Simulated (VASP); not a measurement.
# Zr2TiC3 (P-3m1) in VASP: a series of runs, part 2 of 2

VASP 6.6.1. Earlier steps stand in the parts before.

### 3 Relaxation of cell and atoms, PBE

INCAR

```
SYSTEM = Zr2TiC3
ALGO     = Normal         ! electronic algorithm
EDIFF    = 1E-6           ! SCF threshold, eV
EDIFFG   = -0.01          ! ionic threshold
ENCUT    = 600            ! plane-wave cutoff, eV
GGA      = PE             ! functional
IBRION   = 2              ! ionic algorithm
ISIF     = 3              ! what is computed and relaxed
ISMEAR   = 0              ! smearing method
LASPH    = .TRUE.         ! aspherical terms in the spheres
LCHARG   = .FALSE.        ! write CHGCAR
LREAL    = .FALSE.        ! projectors in reciprocal space
LWAVE    = .FALSE.        ! write WAVECAR
NELM     = 80             ! most SCF steps
NSW      = 100            ! ionic steps
PREC     = Accurate       ! precision mode
SIGMA    = 0.1            ! smearing width, eV
```

KPOINTS

```
k-points
0
G
  12 12 6
  0 0 0
```

POSCAR

```
Zr2TiC3
1.0
    3.2577583635      0.0000000000      0.0000000000
   -1.6288791818      2.8213015022      0.0000000000
    0.0000000000      0.0000000000      7.9133169139
Zr Ti C
2 1 3
Direct
    0.3333333333      0.6666666667      0.6736299770
    0.6666666667      0.3333333333      0.3263700230
    0.0000000000      0.0000000000      0.0000000000
    0.6666666667      0.3333333333      0.8471247330
    0.3333333333      0.6666666667      0.1528752670
    0.0000000000      0.0000000000      0.5000000000
```

Potentials or basis: VASP PAW PBE potentials, release 64 (Zr_sv, Ti_sv, C).

Started as:

```
cat potpaw_PBE.64/Zr_sv/POTCAR potpaw_PBE.64/Ti_sv/POTCAR potpaw_PBE.64/C/POTCAR > POTCAR
mpirun -np 1 vasp_std > vasp.out
```

OUTCAR:

```text
SYSTEM = Zr2TiC3
   EDIFF = 1E-6
   EDIFFG = -0.01
   ENCUT = 600
   GGA = PE
   IBRION = 2
   ISIF = 3
   ISMEAR = 0
   LASPH = .TRUE.
   LREAL = .FALSE.
   NELM = 80
   NSW = 100
   PREC = Accurate

 ion  position               nearest neighbor table
   1  0.333  0.667  0.674-   4 2.33   4 2.33   4 2.33   6 2.33   6 2.33   6 2.33   3 3.19   3 3.19
                             3 3.19   2 3.33   2 3.33   2 3.33
   2  0.667  0.333  0.326-   5 2.33   5 2.33   5 2.33   6 2.33   6 2.33   6 2.33   3 3.19   3 3.19
                             3 3.19   1 3.33   1 3.33   1 3.33
   3  0.000  0.000  0.000-   4 2.24   5 2.24   4 2.24   5 2.24   4 2.24   5 2.24   1 3.19   2 3.19
                             1 3.19   2 3.19   2 3.19   1 3.19
   4  0.667  0.333  0.847-   3 2.24   3 2.24   3 2.24   1 2.33   1 2.33   1 2.33
   5  0.333  0.667  0.153-   3 2.24   3 2.24   3 2.24   2 2.33   2 2.33   2 2.33
   6  0.000  0.000  0.500-   1 2.33   2 2.33   2 2.33   1 2.33   2 2.33   1 2.33

  LATTYP: Found a hexagonal cell.
 ALAT       =     3.2577583635
 C/A-ratio  =     2.4290680987

  Lattice vectors:

 A1 = (   3.2577583635,   0.0000000000,   0.0000000000)
 A2 = (  -1.6288791818,   2.8213015022,   0.0000000000)
 A3 = (   0.0000000000,   0.0000000000,   7.9133169139)

Analysis of symmetry for initial positions (statically):
=====================================================================
 Subroutine PRICEL returns:
 Original cell was already a primitive cell.

 Routine SETGRP: Setting up the symmetry group for a
 hexagonal supercell.

 Subroutine GETGRP returns: Found 12 space group operations
 (whereof 12 operations were pure point group operations)
 out of a pool of 24 trial point group operations.

The static configuration has the point symmetry D_3d.

Analysis of symmetry for dynamics (positions and initial velocities):
=====================================================================
 Subroutine PRICEL returns:
 Original cell was already a primitive cell.

 Routine SETGRP: Setting up the symmetry group for a
 hexagonal supercell.

 Subroutine GETGRP returns: Found 12 space group operations
[... 142 lines left out ...]
 conjugate gradient relaxation of ions
 non-spin polarized calculation
 Gauss-broadening in eV      SIGMA  =   0.10
  energy-cutoff  :      600.00
  volume of cell :       72.73
 maximum number of plane-waves:      2491
 NGX is ok and might be reduce to    28
   NGX = 13   NGY = 13   NGZ = 31

--------------------------------------- Ionic step        1  -------------------------------------------

 number of electron      47.9999995 magnetization

 Free energy of the ion-electron system (eV)
  ---------------------------------------------------
  ext. energy  EPLUGINS =         0.00000000
  ---------------------------------------------------
  free energy    TOTEN  =       -57.33506432 eV

  energy without entropy =      -57.33116765  energy(sigma->0) =      -57.33311598

------------------------ aborting loop because EDIFF is reached ----------------------------------------

  FORCE on cell =-STRESS in cart. coord.  units (eV):
  Direction    XX          YY          ZZ          XY          YZ          ZX
  --------------------------------------------------------------------------------------
  -------------------------------------------------------------------------------------
  Total       -0.1679624     -0.1679624      0.2276255      0.0000000      0.0000000     -0.0000000
  in kB       -3.6999493     -3.6999493      5.0142327      0.0000000      0.0000000     -0.0000000
  external PRESSURE =      -0.7952220 kB  Pullay stress =       0.0000000 kB
[... 107 lines left out ...]
--------------------------------------- Ionic step        4  -------------------------------------------

 number of electron      47.9999995 magnetization

 Free energy of the ion-electron system (eV)
  ---------------------------------------------------
  ext. energy  EPLUGINS =         0.00000000
  ---------------------------------------------------
  free energy    TOTEN  =       -57.33554011 eV

  energy without entropy =      -57.33162200  energy(sigma->0) =      -57.33358106

 E-fermi :   9.4879     XC(G=0): -12.2602

 val. band max:        9.4855000636   @ k =   0.4167   0.0000   0.3333
 cond. band min:       9.5160455023   @ k =   0.5000   0.0000   0.0000
 fundamental gap:      0.0305454387
 Fermi energy:         9.4878983316

 k-point     1 :       0.0000    0.0000    0.0000
  band No.  band energies     occupation
      1     -47.3189      2.00000
      2     -38.5433      2.00000
      3     -38.4936      2.00000
      4     -23.5841      2.00000
      5     -23.4593      2.00000
      6     -23.4593      2.00000
[... 733 lines left out ...]
     27      11.3333      0.00000
     28      11.8949      0.00000

 [... further k-points ...]

------------------------ aborting loop because EDIFF is reached ----------------------------------------

  FORCE on cell =-STRESS in cart. coord.  units (eV):
  Direction    XX          YY          ZZ          XY          YZ          ZX
  --------------------------------------------------------------------------------------
  -------------------------------------------------------------------------------------
  Total       -0.0221472     -0.0221472     -0.0498262      0.0000000      0.0000000     -0.0000000
  in kB       -0.4876790     -0.4876790     -1.0971692      0.0000000      0.0000000     -0.0000000
  external PRESSURE =      -0.6908424 kB  Pullay stress =       0.0000000 kB
[... 21 lines left out ...]
  FREE ENERGIE OF THE ION-ELECTRON SYSTEM (eV)
  ---------------------------------------------------
  free  energy   TOTEN  =       -57.3355401128 eV

  energy  without entropy=      -57.3316219996  energy(sigma->0) =      -57.33358106

 reached required accuracy - stopping structural energy minimisation
```

OSZICAR:

```text
N       E                     dE             d eps       ncg     rms          rms(c)
DAV:   1     0.597203705610E+03    0.59720E+03   -0.26618E+04  5600   0.204E+03
DAV:   2     0.161777140619E+02   -0.58103E+03   -0.56490E+03  5812   0.560E+02
DAV:   3    -0.650011138709E+02   -0.81179E+02   -0.77828E+02  9368   0.168E+02
DAV:   4    -0.698766275624E+02   -0.48755E+01   -0.48399E+01  7728   0.395E+01
[... 33 lines left out ...]
DAV:   2    -0.573356513054E+02    0.27612E-03   -0.23131E-03  7384   0.432E-01    0.796E-02
DAV:   3    -0.573355769397E+02    0.74366E-04   -0.94152E-04  8820   0.211E-01    0.490E-02
DAV:   4    -0.573355353508E+02    0.41589E-04   -0.29680E-04  8072   0.131E-01    0.232E-02
DAV:   5    -0.573355392166E+02   -0.38658E-05   -0.34197E-05  8616   0.319E-02    0.135E-02
DAV:   6    -0.573355401128E+02   -0.89617E-06   -0.26170E-06  5568   0.998E-03
   4 F= -.57335540E+02 E0= -.57333581E+02  d E =-.793197E-05
```

Wall time 6.7 min (1 thread of Intel Xeon 6975P-C (Granite Rapids), shared host); peak memory 0.4 GiB.

Results:

```yaml
Free_energy: -57.3355 eV
Relaxed_volume: 12.13 Å³/atom
Relaxed_cell: a = 3.255 Å, b = 3.255 Å, c = 7.931 Å, α = 90.00°, β = 90.00°, γ = 120.00°
Space_group_after_relaxing_to_0.1_Å: P-3m1 (No. 164)
Energy_gained_by_relaxing: 0.1 meV/atom
Ionic_steps: 4
Pressure_after_relaxing: -0.1 GPa
Largest_force_after_relaxing: 0.005 eV/Å
Band_gap_on_the_k_mesh: zero (bands 24 and 25 overlap by 1.27 eV)
```

Forces in eV/Å, atoms in the order of the input:
```
Zr   0.000  0.000 -0.002
Zr   0.000  0.000  0.002
Ti   0.000  0.000  0.000
C    0.000  0.000 -0.005
C    0.000  0.000  0.005
C    0.000  0.000  0.000
```

Step by step:
| step | energy change (eV) | largest force (eV/Å) | pressure (GPa) | volume (Å³) |
| --- | --- | --- | --- | --- |
| 1 | 0.0000 | 0.0451 | -0.08 | 72.73 |
| 2 | -0.0005 | 0.0233 | 0.14 | 72.67 |
| 3 | -0.0005 | 0.0167 | 0.11 | 72.68 |
| 4 | -0.0005 | 0.0048 | -0.07 | 72.76 |

Final structure:
```
Zr Ti C
1.0
     3.25482    0.00000    0.00000
    -1.62741    2.81875    0.00000
     0.00000    0.00000    7.93069
Zr Ti C
2 1 3
Cartesian
  0.0000 1.8792 5.3424
  1.6274 0.9396 2.5883
  0.0000 0.0000 7.9307
  1.6274 0.9396 6.7158
  0.0000 1.8792 1.2149
  0.0000 0.0000 3.9653
```
